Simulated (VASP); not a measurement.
A run of VASP 6.6.1 is set up as follows.

The input POSCAR:

```
TiB
1.0
    0.0000000000      2.2060500000      2.1535250000
    2.2060500000      0.0000000000      2.1535250000
    2.2060500000      2.2060500000      0.0000000000
Ti B
1 1
Direct
    0.7500000000      0.7500000000      0.7500000000
    0.0000000000      0.0000000000      0.0000000000
```

File INCAR.step1:

```
SYSTEM = TiB
  PREC = Accurate
  ENCUT = 520
  ISMEAR = 0
  SIGMA = 0.15
  LREAL = .FALSE.
  LASPH = .TRUE.
  NELM = 80
  NBANDS = 14
  GGA = PE
  ALGO = Normal
  EDIFF = 1E-4
  LWAVE = .TRUE.
  LCHARG = .FALSE.
```

Contents of INCAR.step2:

```
SYSTEM = TiB
  PREC = Accurate
  ENCUT = 520
  EDIFF = 1E-7
  ISMEAR = 0
  SIGMA = 0.15
  LREAL = .FALSE.
  LASPH = .TRUE.
  NELM = 80
  ALGO = Normal
  ISIF = 2
  LWAVE = .FALSE.
  LCHARG = .FALSE.
  METAGGA = R2SCAN
  LMIXTAU = .TRUE.
  NBANDS = 14
  ISTART = 1
```

The input KPOINTS:

```
Automatic mesh
0
G
  20 20 20
  0 0 0
```

Potentials or basis: VASP PAW PBE potentials, release 64 (Ti_sv, B).

Run with:

```sh
$ cat potpaw_PBE.64/Ti_sv/POTCAR potpaw_PBE.64/B/POTCAR > POTCAR
$ cp INCAR.step1 INCAR
$ mpirun -np 1 vasp_std > vasp.out
$ cp INCAR.step2 INCAR
$ mpirun -np 1 vasp_std > vasp.out
```

Problem. What does it give for the band gap on the k mesh?

Solution. Zero (an odd number of electrons rules out a gap without spin polarisation).

Problem. Estimate the pressure.

Solution. 75.1 GPa.

Stress tensor (GPa, compression positive):
```
76.57  0.00  0.00
 0.00 76.57  0.00
 0.00  0.00 72.11
```

Caveat: the cell differs from its parent crystal (strain +0.050 along x and y, +0.025 along z); the cell stands under pressure; the PAW data sets were made with another functional, which shifts forces and pressure a little; an odd number of electrons without spin polarisation forces a metal; a magnetic or distorted state may lie lower.
